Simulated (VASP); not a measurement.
# LiCl in VASP: further runs

LiCl is run at these levels: PBEsol; tasks: single point.

All numbers are computed with VASP 6.6.1; they aren't measurements. Logs are shortened: lines on timing, memory, paths and dates and some standing lists are left out, and cuts for length are marked.

### 1 The cell of the first run

It takes space group Cm (No. 8, monoclinic). The conventional cell has a = 6.403 Å, b = 3.647 Å, c = 4.085 Å, α = 90.00°, β = 125.62°, γ = 90.00°. Li (site symmetry m) has 6 Cl at 2.45 to 2.82 Å within 3.2 Å. Within 3.2 Å of Cl (site symmetry m) lie 6 Li at 2.45 to 2.82 Å.

### 2 Single point, PBEsol (strained and its atoms moved)

INCAR

```
PREC     = Accurate       # precision mode
ENCUT    = 520            # plane-wave cutoff, eV
EDIFF    = 1E-6           # SCF threshold, eV
ISMEAR   = 0              # smearing method
SIGMA    = 0.02           # smearing width, eV
LREAL    = False          # projectors in reciprocal space
LASPH    = True           # aspherical terms in the spheres
NELM     = 100            # most SCF steps
ALGO     = Normal         # electronic algorithm
ISIF     = 2              # what is computed and relaxed
LWAVE    = False          # write WAVECAR
LCHARG   = False          # write CHGCAR
GGA      = PS             # functional
NBANDS   = 12             # bands
```

KPOINTS

```
Automatic mesh
0
Gamma
  8 8 8
```

POSCAR

```
LiCl
1.0
    0.2200307604      2.7991790640      2.6729672244
    2.7991790640      0.2200307604      2.6729672244
    2.8869195036      2.8869195036      0.1322903208
Li Cl
1 1
Direct
    0.0165266652      0.0165266652     -0.0311502366
    0.4834733348      0.4834733348      0.5311502366
```

Potentials or basis: VASP PAW PBE potentials, release 64 (Li_sv, Cl).

Started as:

```
$ cat potpaw_PBE.64/Li_sv/POTCAR potpaw_PBE.64/Cl/POTCAR > POTCAR
$ mpirun -np 1 vasp_std > vasp.out
```

OUTCAR:

```text
PREC = Accurate
   ENCUT = 520
   EDIFF = 1E-6
   ISMEAR = 0
   LREAL = False
   LASPH = True
   NELM = 100
   ISIF = 2
   GGA = PS

 ion  position               nearest neighbor table
   1  0.017  0.017  0.969-   2 2.45
   2  0.483  0.483  0.531-   1 2.45

  LATTYP: Found a base centered monoclinic cell.
 ALAT       =     6.4028212831
 B/A-ratio  =     0.5696655192
 C/A-ratio  =     0.6379786723
 COS(beta)  =    -0.5824039411

  Lattice vectors:

 A1 = (  -2.6668887432,  -0.0877404396,   2.5406769036)
 A2 = (  -0.0877404396,  -2.6668887432,   2.5406769036)
 A3 = (   2.8869195036,   2.8869195036,   0.1322903208)

Analysis of symmetry for initial positions (statically):
=====================================================================
 Subroutine PRICEL returns:
 Original cell was already a primitive cell.

 Routine SETGRP: Setting up the symmetry group for a
 base centered monoclinic supercell.

 Subroutine GETGRP returns: Found  2 space group operations
 (whereof  2 operations were pure point group operations)
 out of a pool of  4 trial point group operations.

The static configuration has the point symmetry C_1h.

Analysis of symmetry for dynamics (positions and initial velocities):
=====================================================================
 Subroutine PRICEL returns:
 Original cell was already a primitive cell.

 Routine SETGRP: Setting up the symmetry group for a
 base centered monoclinic supercell.

 Subroutine GETGRP returns: Found  2 space group operations
 (whereof  2 operations were pure point group operations)
 out of a pool of  4 trial point group operations.

The dynamic configuration has the point symmetry C_1h.

 Subroutine INISYM returns: Found  2 space group operations
 (whereof  2 operations are pure point group operations),
 and found     1 'primitive' translations

----------------------------------------------------------------------------------------

                                     Primitive cell

  volume of cell :      38.7746

  direct lattice vectors                    reciprocal lattice vectors
     0.220030760  2.799179064  2.672967224    -0.198262189  0.189462704  0.192027699
     2.799179064  0.220030760  2.672967224     0.189462704 -0.198262189  0.192027699
     2.886919504  2.886919504  0.132290321     0.177796349  0.177796349 -0.200827185

  length of vectors
     3.876670060  3.876670060  4.084863421     0.334781495  0.334781495  0.321799070

  position of ions in fractional coordinates (direct lattice)
     0.016526665  0.016526665  0.968849763
     0.483473335  0.483473335  0.531150237

  ion indices of the primitive-cell ions
   primitive index   ion index
                 1           1
                 2           2

----------------------------------------------------------------------------------------

 KPOINTS: Automatic mesh

Automatic generation of k-mesh.
 Grid dimensions read from file:
 generate k-points for:    8    8    8

 Generating k-lattice:

  Cartesian coordinates                     Fractional coordinates (reciprocal lattice)
    -0.024782774  0.023682838  0.024003462     0.125000000  0.000000000 -0.000000000
     0.023682838 -0.024782774  0.024003462     0.000000000  0.125000000 -0.000000000
     0.022224544  0.022224544 -0.025103398     0.000000000  0.000000000  0.125000000

  Length of vectors
     0.041847687  0.041847687  0.040224884

  Shift w.r.t. Gamma in fractional coordinates (k-lattice)
     0.000000000  0.000000000  0.000000000

 Subroutine IBZKPT returns following result:
 ===========================================

 Found    150 irreducible k-points:

 Following reciprocal coordinates:
            Coordinates               Weight
  0.000000  0.000000  0.000000      1.000000
  0.125000  0.000000  0.000000      4.000000
  0.250000  0.000000  0.000000      4.000000
  0.375000  0.000000  0.000000      4.000000
  0.500000  0.000000  0.000000      2.000000
  0.125000  0.125000  0.000000      2.000000
[... 16 lines left out ...]
  0.125000  0.000000  0.125000      4.000000
  0.250000  0.000000  0.125000      4.000000
 [... further k-points ...]
   k-points           NKPTS =    150   k-points in BZ     NKDIM =    150   number of bands    NBANDS=     12
   number of dos      NEDOS =    301   number of ions     NIONS =      2
   total plane-waves  NPLWV =  27000
   dimension x,y,z NGX =    30 NGY =   30 NGZ =   30
   dimension x,y,z NGXF=    60 NGYF=   60 NGZF=   60
   ions per type =               1   1
   NGX,Y,Z   is equivalent  to a cutoff of  12.87, 12.87, 12.21 a.u.
   NGXF,Y,Z  is equivalent  to a cutoff of  25.73, 25.73, 24.42 a.u.
 SYSTEM =  unknown system
   PREC   = accura    normal or accurate (medium, high low for compatibility)
   ISTART =      0    job   : 0-new  1-cont  2-samecut
   ICHARG =      2    charge: 1-file 2-atom 10-const
   ISPIN  =      1    spin polarized calculation?
   LNONCOLLINEAR =      F non collinear calculations
   LSORBIT =      F    spin-orbit coupling
   LASPH  =      T    aspherical Exc in radial PAW
   ENCUT  =  520.0 eV  38.22 Ry    6.18 a.u.   7.21  7.21  7.60*2*pi/ulx,y,z
   NELM   =    100;   NELMIN=  2; NELMDL= -5     # of ELM steps
   EDIFF  = 0.1E-05   stopping-criterion for ELM
   LREAL  =      F    real-space projection
   EDIFFG = 0.1E-04   stopping-criterion for IOM
   NSW    =      0    number of steps for IOM
   IBRION =     -1    ionic relax: 0-MD 1-quasi-New 2-CG
   NFREE  =      0    steps in history (QN), initial steepest desc. (CG)
   ISIF   =      2    stress and relaxation
   ISYM   =      2    0-nonsym 1-usesym 2-fastsym
   POTIM  = 0.5000    time-step for ionic-motion
   TEBEG  =    0.0;   TEEND  =   0.0 temperature during run
   PSTRESS=    0.0 pullay stress
   NELECT =      10.0000    total number of electrons
   NUPDOWN=      -1.0000    fix difference up-down
   EMIN   =  10.00;   EMAX   =-10.00  energy-range for DOS
   EFERMI =   0.00;   METHOD = LEGACY
   ISMEAR =     0;   SIGMA  =   0.02  broadening in eV -4-tet -1-fermi 0-gaus
   EFERMI_NEDOS =   21; number of points for ismear=-14 and -15
   IALGO  =     38    algorithm
   IMIX   =      4    mixing-type and parameters
     AMIX     =   0.40;   BMIX     =  1.00
     AMIX_MAG =   1.60;   BMIX_MAG =  1.00
  volume/ion in A,a.u.               =      19.39       130.83
  Fermi-wavevector in a.u.,A,eV,Ry     =   1.042059  1.969207 14.774399  1.085888
  Thomas-Fermi vector in A             =   2.176708
   LORBIT       =      0    0 simple, 1 ext, 2 COOP (PROOUT), +10 PAW based schemes
   GGA     = PS    functional components
   LHFCALC =     F    Hartree Fock is set to
   AEXX    =    0.0000 exact exchange contribution
   IVDW    =     0    specifies the selected vdW correction
   LEPSILON=     F    determine dielectric tensor
   LRPA    =     F    only Hartree local field effects (RPA)
 non-spin polarized calculation
 Gauss-broadening in eV      SIGMA  =   0.02
  energy-cutoff  :      520.00
  volume of cell :       38.77
 maximum number of plane-waves:      1066
 NGX is ok and might be reduce to    30
   NGX = 15   NGY = 15   NGZ = 15

 number of electron      10.0000001 magnetization

 Free energy of the ion-electron system (eV)
  ---------------------------------------------------
  ext. energy  EPLUGINS =         0.00000000
  ---------------------------------------------------
  free energy    TOTEN  =        -7.49358318 eV

  energy without entropy =       -7.49358318  energy(sigma->0) =       -7.49358318

 E-fermi :   0.1422     XC(G=0):  -8.3053

 val. band max:       -0.0882207814   @ k =   0.0000   0.0000   0.0000
 cond. band min:       4.9460237802   @ k =   0.0000   0.0000   0.0000
 fundamental gap:      5.0342445616
 Fermi energy:         0.1421799746

 k-point     1 :       0.0000    0.0000    0.0000
  band No.  band energies     occupation
      1     -43.5178      2.00000
      2     -13.3669      2.00000
      3      -0.7951      2.00000
      4      -0.3233      2.00000
      5      -0.0882      2.00000
      6       4.9460      0.00000
      7      10.1794      0.00000
      8      11.5763      0.00000
      9      11.8304      0.00000
     10      12.8814      0.00000
     11      13.2093      0.00000
     12      13.7236      0.00000

 k-point     2 :       0.1250    0.0000    0.0000
  band No.  band energies     occupation
      1     -43.5176      2.00000
      2     -13.3011      2.00000
      3      -0.9010      2.00000
      4      -0.5696      2.00000
      5      -0.2946      2.00000
      6       5.3946      0.00000
      7      10.1457      0.00000
      8      10.7320      0.00000
      9      11.5197      0.00000
     10      11.8974      0.00000
     11      12.5761      0.00000
     12      13.6748      0.00000

 k-point     3 :       0.2500    0.0000    0.0000
  band No.  band energies     occupation
      1     -43.5169      2.00000
      2     -13.1350      2.00000
      3      -1.6456      2.00000
      4      -0.8037      2.00000
      5      -0.4365      2.00000
      6       5.9642      0.00000
      7       9.2933      0.00000
      8       9.9837      0.00000
      9      10.5618      0.00000
     10      12.3541      0.00000
     11      13.5491      0.00000
     12      14.1305      0.00000
[... 286 lines left out ...]
 k-point    23 :       0.1250    0.0000    0.1250
  band No.  band energies     occupation
      1     -43.5175      2.00000
      2     -13.2905      2.00000
      3      -0.9741      2.00000
      4      -0.5934      2.00000
      5      -0.3407      2.00000
      6       5.5843      0.00000
      7       9.9130      0.00000
      8      10.6179      0.00000
      9      11.3017      0.00000
     10      11.7879      0.00000
     11      13.6689      0.00000
     12      14.3029      0.00000

 k-point    24 :       0.2500    0.0000    0.1250
  band No.  band energies     occupation
      1     -43.5170      2.00000
      2     -13.1596      2.00000
      3      -1.4557      2.00000
      4      -0.8474      2.00000
      5      -0.5480      2.00000
      6       6.2637      0.00000
      7       9.3094      0.00000
      8       9.7391      0.00000
      9      10.9673      0.00000
     10      11.8823      0.00000
     11      13.7222      0.00000
     12      14.8171      0.00000

 [... further k-points ...]
[... 5 lines left out ...]
  --------------------------------------------------------------------------------------
  -------------------------------------------------------------------------------------
  Total       -0.9773747     -0.9773747     -0.7882334     -0.4899300     -0.2807454     -0.2807454
  in kB      -40.3854175    -40.3854175    -32.5700421    -20.2440566    -11.6004852    -11.6004856
  external PRESSURE =     -37.7802923 kB  Pullay stress =       0.0000000 kB

 VOLUME and BASIS-vectors are now :
 -----------------------------------------------------------------------------
  energy-cutoff  :      520.00
  volume of cell :       38.77
      direct lattice vectors                 reciprocal lattice vectors
     0.220030760  2.799179064  2.672967224    -0.198262189  0.189462704  0.192027699
     2.799179064  0.220030760  2.672967224     0.189462704 -0.198262189  0.192027699
     2.886919504  2.886919504  0.132290321     0.177796349  0.177796349 -0.200827185

 POSITION                                       TOTAL-FORCE (eV/Angst)
 -----------------------------------------------------------------------------------
      2.84689      2.84689      0.21652        -0.009898     -0.009898     -0.105027
      2.99310      2.99310      2.65488         0.009898      0.009898      0.105027
 -----------------------------------------------------------------------------------
    total drift:                                0.000289      0.000289      0.000090

  FREE ENERGIE OF THE ION-ELECTRON SYSTEM (eV)
  ---------------------------------------------------
  free  energy   TOTEN  =        -7.4935831838 eV

  energy  without entropy=       -7.4935831838  energy(sigma->0) =       -7.49358318
```

Wall time 63 s (1 thread of AMD EPYC 7R43 (Zen 3), shared host); peak memory 0.16 GiB.

What came out:

- Free energy: -7.4936 eV
- Largest force: 0.106 eV/Å
- Band gap on the k mesh: 5.03 eV, direct

Forces on the atoms (eV/Å):
```
Li  -0.010 -0.010 -0.105
Cl   0.010  0.010  0.105
```

Caveat: the cell differs from its parent crystal (strained and its atoms moved); the cutoff is under 1.25 times the usual one of these potentials, so pressure, stress and relaxed cells hold a basis-set (Pulay) error; the PAW data sets were made with another functional, which shifts forces and pressure a little. A k mesh can miss the band edges.

### 3 Single point, PBEsol (atoms moved at random and the cell strained at random)

Edit INCAR of step 2 so:

```diff
@@ -7,3 +7,3 @@
 LASPH    = True           # aspherical terms in the spheres
-NELM     = 100            # most SCF steps
+NELM     = 80             # most SCF steps
 ALGO     = Normal         # electronic algorithm
```

KPOINTS

```
regular mesh
0
Gamma
  8 8 8
```

POSCAR

```
LiCl
1.0
    0.0382149240      2.6409077244      2.6122337076
    2.7596304648     -0.0525006372      2.7029492688
    2.6439597888      2.6159526096      0.0631700388
Li Cl
1 1
Direct
    0.0198069215     -0.0566602723      0.0695113773
    0.4801930785      0.5566602723      0.4304886227
```

Potentials or basis: VASP PAW PBE potentials, release 64 (Li_sv, Cl).

Started as:

```
$ cat potpaw_PBE.64/Li_sv/POTCAR potpaw_PBE.64/Cl/POTCAR > POTCAR
$ mpirun -np 1 vasp_std > vasp.out
```

It took 73 s on 1 thread of Intel Xeon Platinum 8488C (Sapphire Rapids), shared host; peak memory 0.22 GiB.

It converged, with:

- Free energy: -7.4787 eV
- Largest force: 0.616 eV/Å
- Band gap on the k mesh: 5.35 eV, direct

Forces in eV/Å, atoms in the order of the input:
```
Li   0.011 -0.615  0.010
Cl  -0.011  0.615 -0.010
```

Levels at points of the mesh, in eV from the valence-band top:
```
           k point  band 2  band 3  band 4  band 5  band 6  band 7  band 8  band 9
(0.00, 0.00, 0.00)  -13.30   -0.43   -0.34    0.00    5.35   10.28   11.19   11.64
(0.50, 0.00, 0.00)  -12.84   -2.69   -0.58   -0.54    6.28    9.15    9.66   12.06
(0.00, 0.50, 0.00)  -12.92   -2.71   -0.57   -0.25    6.64    9.52    9.73   11.29
(0.50, 0.50, 0.00)  -12.67   -2.71   -1.37   -1.02    7.14    7.53   11.45   13.56
(0.00, 0.00, 0.50)  -12.80   -2.64   -0.71   -0.58    6.32    8.74    9.35   11.58
(0.50, 0.00, 0.50)  -12.71   -2.72   -1.39   -0.90    7.10    8.04   11.96   13.08
(0.00, 0.50, 0.50)  -12.69   -2.71   -1.24   -1.06    7.04    7.76   11.09   13.63
(0.50, 0.50, 0.50)  -12.88   -2.71   -0.65   -0.33    6.45    9.37    9.74   11.77
```

Caveat: the cell differs from its parent crystal (atoms moved at random and the cell strained at random); the cutoff is under 1.25 times the usual one of these potentials, so pressure, stress and relaxed cells hold a basis-set (Pulay) error; the PAW data sets were made with another functional, which shifts forces and pressure a little. A k mesh can miss the band edges.
